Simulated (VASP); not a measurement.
# AlPt (P4mm) in VASP: further runs

Runs on AlPt. Level: LDA. Tasks: single point.

Everything below comes from runs of VASP 6.6.1. Logs are shortened: lines on timing, memory, paths and dates and some standing lists are left out, and cuts for length are marked.

### 1 The cell of the first run

The structure is tetragonal, space group P4mm (No. 99). Conventional cell: a = 3.092 Å, b = 3.092 Å, c = 3.092 Å, α = 90.00°, β = 90.00°, γ = 90.00°. Within 3.5 Å of Al (site symmetry 4mm) lie 8 Pt at 2.66 to 2.70 Å and 6 Al at 3.09 Å. Pt (site symmetry 4mm) has 8 Al at 2.66 to 2.70 Å and 6 Pt at 3.09 Å within 3.5 Å.

### 2 Single point, LDA

File INCAR:

```
SYSTEM = AlPt
  PREC = Accurate
  ENCUT = 520
  EDIFF = 1E-6
  ISMEAR = -1
  SIGMA = 0.1
  LREAL = .FALSE.
  LASPH = .TRUE.
  NELM = 100
  ALGO = Normal
  ISIF = 2
  LWAVE = .FALSE.
  LCHARG = .FALSE.
  GGA = CA
  NBANDS = 14
```

File KPOINTS:

```
Automatic mesh
0
Gamma
  7 7 7
  0.5 0.5 0.5
```

File POSCAR:

```
AlPt
1.0
    3.0915460000      0.0000000000      0.0000000000
    0.0000000000      3.0915460000      0.0000000000
    0.0000000000      0.0000000000      3.0915460000
Al Pt
1 1
Direct
    0.0000000000      0.0000000000      0.0100000000
    0.5000000000      0.5000000000      0.5000000000
```

Potentials or basis: VASP PAW LDA potentials, release 64 (Al, Pt).

Started as:

```bash
$ cat potpaw_LDA.64/Al/POTCAR potpaw_LDA.64/Pt/POTCAR > POTCAR
$ mpirun -np 1 vasp_std > vasp.out
```

OUTCAR:

```text
SYSTEM = AlPt
   PREC = Accurate
   ENCUT = 520
   EDIFF = 1E-6
   ISMEAR = -1
   LREAL = .FALSE.
   LASPH = .TRUE.
   NELM = 100
   ISIF = 2
   GGA = CA

 ion  position               nearest neighbor table
   1  0.000  0.000  0.010-   2 2.66   2 2.66   2 2.66   2 2.66   2 2.70   2 2.70   2 2.70   2 2.70

   2  0.500  0.500  0.500-   1 2.66   1 2.66   1 2.66   1 2.66   1 2.70   1 2.70   1 2.70   1 2.70

  LATTYP: Found a simple cubic cell.
 ALAT       =     3.0915460000

  Lattice vectors:

 A1 = (   3.0915460000,   0.0000000000,   0.0000000000)
 A2 = (   0.0000000000,   3.0915460000,   0.0000000000)
 A3 = (   0.0000000000,   0.0000000000,   3.0915460000)

Analysis of symmetry for initial positions (statically):
=====================================================================
 Subroutine PRICEL returns:
 Original cell was already a primitive cell.

 Routine SETGRP: Setting up the symmetry group for a
 simple cubic supercell.

 Subroutine GETGRP returns: Found  8 space group operations
 (whereof  8 operations were pure point group operations)
 out of a pool of 48 trial point group operations.

The static configuration has the point symmetry C_4v.

Analysis of symmetry for dynamics (positions and initial velocities):
=====================================================================
 Subroutine PRICEL returns:
 Original cell was already a primitive cell.

 Routine SETGRP: Setting up the symmetry group for a
 simple cubic supercell.

 Subroutine GETGRP returns: Found  8 space group operations
 (whereof  8 operations were pure point group operations)
 out of a pool of 48 trial point group operations.

The dynamic configuration has the point symmetry C_4v.

 Subroutine INISYM returns: Found  8 space group operations
 (whereof  8 operations are pure point group operations),
 and found     1 'primitive' translations

----------------------------------------------------------------------------------------

                                     Primitive cell

  volume of cell :      29.5479

  direct lattice vectors                    reciprocal lattice vectors
     3.091546000  0.000000000  0.000000000     0.323462759  0.000000000  0.000000000
     0.000000000  3.091546000  0.000000000     0.000000000  0.323462759  0.000000000
     0.000000000  0.000000000  3.091546000     0.000000000  0.000000000  0.323462759

  length of vectors
     3.091546000  3.091546000  3.091546000     0.323462759  0.323462759  0.323462759

  position of ions in fractional coordinates (direct lattice)
     0.000000000  0.000000000  0.010000000
     0.500000000  0.500000000  0.500000000

  ion indices of the primitive-cell ions
   primitive index   ion index
                 1           1
                 2           2

----------------------------------------------------------------------------------------

 KPOINTS: Automatic mesh

Automatic generation of k-mesh.
 Grid dimensions read from file:
 generate k-points for:    7    7    7

 Generating k-lattice:

  Cartesian coordinates                     Fractional coordinates (reciprocal lattice)
     0.046208966  0.000000000  0.000000000     0.142857143  0.000000000  0.000000000
     0.000000000  0.046208966  0.000000000     0.000000000  0.142857143  0.000000000
     0.000000000  0.000000000  0.046208966     0.000000000  0.000000000  0.142857143

  Length of vectors
     0.046208966  0.046208966  0.046208966

  Shift w.r.t. Gamma in fractional coordinates (k-lattice)
     0.500000000  0.500000000  0.500000000

 Subroutine IBZKPT returns following result:
 ===========================================

 Found     40 irreducible k-points:

 Following reciprocal coordinates:
            Coordinates               Weight
  0.071429  0.071429  0.071429      8.000000
  0.214286  0.071429  0.071429     16.000000
  0.071429  0.071429  0.214286      8.000000
  0.357143  0.071429  0.071429     16.000000
  0.071429  0.071429  0.357143      8.000000
  0.500000  0.071429  0.071429      8.000000
[... 16 lines left out ...]
  0.214286  0.214286  0.214286      8.000000
  0.357143  0.214286  0.214286     16.000000
 [... further k-points ...]
   k-points           NKPTS =     40   k-points in BZ     NKDIM =     40   number of bands    NBANDS=     14
   number of dos      NEDOS =    301   number of ions     NIONS =      2
   total plane-waves  NPLWV =  13824
   dimension x,y,z NGX =    24 NGY =   24 NGZ =   24
   dimension x,y,z NGXF=    48 NGYF=   48 NGZF=   48
   ions per type =               1   1
   NGX,Y,Z   is equivalent  to a cutoff of  12.91, 12.91, 12.91 a.u.
   NGXF,Y,Z  is equivalent  to a cutoff of  25.81, 25.81, 25.81 a.u.
 SYSTEM =  AlPt
   PREC   = accura    normal or accurate (medium, high low for compatibility)
   ISTART =      0    job   : 0-new  1-cont  2-samecut
   ICHARG =      2    charge: 1-file 2-atom 10-const
   ISPIN  =      1    spin polarized calculation?
   LNONCOLLINEAR =      F non collinear calculations
   LSORBIT =      F    spin-orbit coupling
   LASPH  =      T    aspherical Exc in radial PAW
   ENCUT  =  520.0 eV  38.22 Ry    6.18 a.u.   5.75  5.75  5.75*2*pi/ulx,y,z
   NELM   =    100;   NELMIN=  2; NELMDL= -5     # of ELM steps
   EDIFF  = 0.1E-05   stopping-criterion for ELM
   LREAL  =      F    real-space projection
   EDIFFG = 0.1E-04   stopping-criterion for IOM
   NSW    =      0    number of steps for IOM
   IBRION =     -1    ionic relax: 0-MD 1-quasi-New 2-CG
   NFREE  =      0    steps in history (QN), initial steepest desc. (CG)
   ISIF   =      2    stress and relaxation
   ISYM   =      2    0-nonsym 1-usesym 2-fastsym
   POTIM  = 0.5000    time-step for ionic-motion
   TEBEG  =    0.0;   TEEND  =   0.0 temperature during run
   PSTRESS=    0.0 pullay stress
   NELECT =      13.0000    total number of electrons
   NUPDOWN=      -1.0000    fix difference up-down
   EMIN   =  10.00;   EMAX   =-10.00  energy-range for DOS
   EFERMI =   0.00;   METHOD = LEGACY
   ISMEAR =    -1;   SIGMA  =   0.10  broadening in eV -4-tet -1-fermi 0-gaus
   EFERMI_NEDOS =   21; number of points for ismear=-14 and -15
   IALGO  =     38    algorithm
   IMIX   =      4    mixing-type and parameters
     AMIX     =   0.40;   BMIX     =  1.00
     AMIX_MAG =   1.60;   BMIX_MAG =  1.00
  volume/ion in A,a.u.               =      14.77        99.70
  Fermi-wavevector in a.u.,A,eV,Ry     =   1.245127  2.352948 21.093665  1.550341
  Thomas-Fermi vector in A             =   2.379363
   LORBIT       =      0    0 simple, 1 ext, 2 COOP (PROOUT), +10 PAW based schemes
   GGA     = CA    functional components
   LHFCALC =     F    Hartree Fock is set to
   AEXX    =    0.0000 exact exchange contribution
   IVDW    =     0    specifies the selected vdW correction
   LEPSILON=     F    determine dielectric tensor
   LRPA    =     F    only Hartree local field effects (RPA)
 non-spin polarized calculation
  energy-cutoff  :      520.00
  volume of cell :       29.55
 maximum number of plane-waves:       840
 NGX is ok and might be reduce to    24
   NGX = 11   NGY = 11   NGZ = 11

 number of electron      12.9999997 magnetization

 Free energy of the ion-electron system (eV)
  ---------------------------------------------------
  ext. energy  EPLUGINS =         0.00000000
  ---------------------------------------------------
  free energy    TOTEN  =       -13.55981524 eV

  energy without entropy =      -13.52545808  energy(sigma->0) =      -13.54263666

 E-fermi :  10.5261     XC(G=0): -12.2808

 val. band max:       10.4807499824   @ k =   0.2143   0.0714   0.3571
 cond. band min:      10.6365661623   @ k =   0.5000   0.3571   0.3571
 fundamental gap:      0.1558161799
 Fermi energy:        10.5261452732

 k-point     1 :       0.0714    0.0714    0.0714
  band No.  band energies     occupation
      1      -0.6710      2.00000
      2       5.0818      2.00000
      3       5.0824      2.00000
      4       7.7025      2.00000
      5       7.7781      2.00000
      6       7.7787      2.00000
      7      14.0472      0.00000
      8      14.1939      0.00000
      9      14.2085      0.00000
     10      20.0216      0.00000
     11      20.0239      0.00000
     12      21.1266      0.00000
     13      27.2205      0.00000
     14      27.2359      0.00000

 k-point     2 :       0.2143    0.0714    0.0714
  band No.  band energies     occupation
      1       0.0471      2.00000
      2       5.2357      2.00000
      3       5.2652      2.00000
      4       7.1716      2.00000
      5       7.2026      2.00000
      6       7.8383      2.00000
      7      11.7286      0.00001
      8      15.1341      0.00000
      9      15.2885      0.00000
     10      19.0409      0.00000
     11      20.9435      0.00000
     12      24.1192      0.00000
     13      24.3375      0.00000
     14      25.0183      0.00000

 k-point     3 :       0.0714    0.0714    0.2143
  band No.  band energies     occupation
      1       0.0468      2.00000
      2       5.2361      2.00000
      3       5.2646      2.00000
      4       7.1724      2.00000
      5       7.2033      2.00000
      6       7.8370      2.00000
      7      11.7299      0.00001
      8      15.1384      0.00000
      9      15.2814      0.00000
     10      19.0426      0.00000
     11      20.9477      0.00000
     12      24.0827      0.00000
     13      24.3728      0.00000
     14      25.0100      0.00000
[... 324 lines left out ...]
 k-point    23 :       0.2143    0.2143    0.2143
  band No.  band energies     occupation
      1       1.3706      2.00000
      2       5.6414      2.00000
      3       5.6421      2.00000
      4       6.6128      2.00000
      5       6.8396      2.00000
      6       6.8407      2.00000
      7      13.4687      0.00000
      8      13.5036      0.00000
      9      13.5887      0.00000
     10      20.2875      0.00000
     11      21.1638      0.00000
     12      21.1653      0.00000
     13      24.6477      0.00000
     14      24.6488      0.00000

 k-point    24 :       0.3571    0.2143    0.2143
  band No.  band energies     occupation
      1       2.4617      2.00000
      2       5.0533      2.00000
      3       5.5526      2.00000
      4       6.4802      2.00000
      5       6.8738      2.00000
      6       7.4004      2.00000
      7      11.1534      0.00377
      8      14.5211      0.00000
      9      15.0883      0.00000
     10      18.0115      0.00000
     11      18.9356      0.00000
     12      22.1798      0.00000
     13      24.5419      0.00000
     14      25.5799      0.00000

 [... further k-points ...]
[... 5 lines left out ...]
  --------------------------------------------------------------------------------------
  -------------------------------------------------------------------------------------
  Total       -1.6507873     -1.6507873     -1.6573785      0.0000000      0.0000000      0.0000000
  in kB      -89.5106220    -89.5106220    -89.8680163      0.0000000      0.0000000      0.0000000
  external PRESSURE =     -89.6297534 kB  Pullay stress =       0.0000000 kB

 VOLUME and BASIS-vectors are now :
 -----------------------------------------------------------------------------
  energy-cutoff  :      520.00
  volume of cell :       29.55
      direct lattice vectors                 reciprocal lattice vectors
     3.091546000  0.000000000  0.000000000     0.323462759  0.000000000  0.000000000
     0.000000000  3.091546000  0.000000000     0.000000000  0.323462759  0.000000000
     0.000000000  0.000000000  3.091546000     0.000000000  0.000000000  0.323462759

 POSITION                                       TOTAL-FORCE (eV/Angst)
 -----------------------------------------------------------------------------------
      0.00000      0.00000      0.03092         0.000000     -0.000000     -0.098939
      1.54577      1.54577      1.54577        -0.000000      0.000000      0.098939
 -----------------------------------------------------------------------------------
    total drift:                                0.000000     -0.000000      0.000070

  FREE ENERGIE OF THE ION-ELECTRON SYSTEM (eV)
  ---------------------------------------------------
  free  energy   TOTEN  =       -13.5598152361 eV

  energy  without entropy=      -13.5254580844  energy(sigma->0) =      -13.54263666
```

Run time: 13 s. Hardware: 1 thread of Intel Xeon Platinum 8259CL at 2.50GHz (Skylake/Cascade Lake), shared host; peak memory 0.13 GiB.

Results:

```
Free energy   : -13.5598 eV
Pressure      : -9.0 GPa
Largest force : 0.099 eV/Å
```

Forces in eV/Å, atoms in the order of the input:
```
Al   0.000  0.000 -0.099
Pt   0.000  0.000  0.099
```

Levels at points of the mesh, in eV from the Fermi level:
```tsv
k point	band 5	band 6	band 7	band 8	band 9	band 10
(0.50, 0.50, 0.50)	-1.29	0.55	1.87	1.87	1.87	4.80
```

Caveat: spin-orbit coupling is left out, which moves the levels of the heavy elements.

### 3 Single point, LDA

File INCAR:

```
SYSTEM = AlPt
ALGO = Normal
EDIFF = 1E-6
ENCUT = 520
GGA = CA
ISIF = 2
ISMEAR = -1
LASPH = .TRUE.
LCHARG = .FALSE.
LREAL = .FALSE.
LWAVE = .FALSE.
NBANDS = 14
NELM = 80
PREC = Accurate
SIGMA = 0.1
```

KPOINTS is that of step 2.

POSCAR, as its differences from that of step 2:

```diff
@@ -8,3 +8,3 @@
 Direct
-    0.0000000000      0.0000000000      0.0100000000
+    0.0000000000      0.0000000000      0.0150000000
     0.5000000000      0.5000000000      0.5000000000
```

Potentials or basis: VASP PAW LDA potentials, release 64 (Al, Pt).

Started as:

```bash
$ cat potpaw_LDA.64/Al/POTCAR potpaw_LDA.64/Pt/POTCAR > POTCAR
$ mpirun -np 1 vasp_std > vasp.out
```

Wall time 14 s (1 thread of Intel Xeon Platinum 8259CL at 2.50GHz (Skylake/Cascade Lake), shared host); peak memory 0.13 GiB.

Results (log left out):

```yaml
Free_energy: -13.5579 eV
Pressure: -8.9 GPa
Largest_force: 0.149 eV/Å
```

Forces in eV/Å, atoms in the order of the input:
```
Al   0.000  0.000 -0.149
Pt   0.000  0.000  0.149
```

Stress tensor (GPa, compression positive):
```
-8.86  0.00  0.00
 0.00 -8.86  0.00
 0.00  0.00 -8.94
```

Levels at points of the mesh, in eV from the Fermi level:
| k point | band 4 | band 5 | band 6 | band 7 | band 8 | band 9 | band 10 | band 11 |
| --- | --- | --- | --- | --- | --- | --- | --- | --- |
| (0.50, 0.50, 0.50) | -1.29 | -1.29 | 0.55 | 1.86 | 1.86 | 1.87 | 4.80 | 6.05 |

Caveat: spin-orbit coupling is left out, which moves the levels of the heavy elements.

### 4 Single point, LDA

File INCAR:

```
  PREC = Accurate
  ENCUT = 520
  EDIFF = 1E-6
  ISMEAR = -1
  SIGMA = 0.1
  LREAL = False
  LASPH = True
  NELM = 80
  ALGO = Normal
  ISIF = 2
  LWAVE = False
  LCHARG = False
  NBANDS = 14
```

KPOINTS is that of step 3.

POSCAR, as its differences from that of step 3:

```diff
@@ -8,3 +8,3 @@
 Direct
-    0.0000000000      0.0000000000      0.0150000000
+    0.0000000000      0.0000000000      0.0200000000
     0.5000000000      0.5000000000      0.5000000000
```

Started as:

```bash
$ cat potpaw_LDA.64/Al/POTCAR potpaw_LDA.64/Pt/POTCAR > POTCAR
$ mpirun -np 1 vasp_std > vasp.out
```

Wall time 11 s (1 thread of Intel Xeon Platinum 8259CL at 2.50GHz (Skylake/Cascade Lake), shared host); peak memory 0.13 GiB.

Results (log left out):

```
Free energy   : -13.5552 eV
Pressure      : -8.8 GPa
Largest force : 0.199 eV/Å
```

Forces in eV/Å, atoms in the order of the input:
```
Al   0.000  0.000 -0.199
Pt   0.000  0.000  0.199
```

Stress tensor (GPa, compression positive):
```
-8.74  0.00  0.00
 0.00 -8.74  0.00
 0.00  0.00 -8.88
```

Levels at points of the mesh, in eV from the Fermi level:
```csv
k point,band 3,band 4,band 5,band 6,band 7,band 8,band 9,band 10,band 11,band 12
"(0.50, 0.50, 0.50)",-6.36,-1.29,-1.29,0.55,1.86,1.86,1.87,4.79,6.06,6.06
```

Caveat: spin-orbit coupling is left out, which moves the levels of the heavy elements.

### 5 Single point, LDA

File INCAR:

```
SYSTEM = AlPt
PREC     = Accurate       ! precision mode
ENCUT    = 520            ! plane-wave cutoff, eV
EDIFF    = 1E-6           ! SCF threshold, eV
ISMEAR   = -1             ! smearing method
SIGMA    = 0.1            ! smearing width, eV
LREAL    = .False.        ! projectors in reciprocal space
LASPH    = .True.         ! aspherical terms in the spheres
NELM     = 60             ! most SCF steps
ALGO     = Normal         ! electronic algorithm
ISIF     = 2              ! what is computed and relaxed
LWAVE    = .False.        ! write WAVECAR
LCHARG   = .False.        ! write CHGCAR
GGA      = CA             ! functional
NBANDS   = 14             ! bands
```

KPOINTS is that of step 4.

POSCAR, as its differences from that of step 4:

```diff
@@ -8,3 +8,3 @@
 Direct
-    0.0000000000      0.0000000000      0.0200000000
+    0.0000000000      0.0000000000      0.0250000000
     0.5000000000      0.5000000000      0.5000000000
```

Started as:

```bash
$ cat potpaw_LDA.64/Al/POTCAR potpaw_LDA.64/Pt/POTCAR > POTCAR
$ mpirun -np 1 vasp_std > vasp.out
```

Run time: 13 s. Hardware: 1 thread of Intel Xeon Platinum 8259CL at 2.50GHz (Skylake/Cascade Lake), shared host; peak memory 0.13 GiB.

The run converged. Its results:

| Property | Result |
| --- | --- |
| Free energy | -13.5518 eV |
| Pressure | -8.7 GPa |
| Largest force | 0.249 eV/Å |

Forces in eV/Å, atoms in the order of the input:
```
Al   0.000  0.000 -0.249
Pt   0.000  0.000  0.249
```

Stress tensor (GPa, compression positive):
```
-8.58  0.00  0.00
 0.00 -8.58  0.00
 0.00  0.00 -8.80
```

Levels at points of the mesh, in eV from the Fermi level:
```csv
k point,band 5,band 6,band 7,band 8,band 9,band 10
"(0.50, 0.50, 0.50)",-1.29,0.55,1.86,1.86,1.87,4.79
```

Caveat: spin-orbit coupling is left out, which moves the levels of the heavy elements.
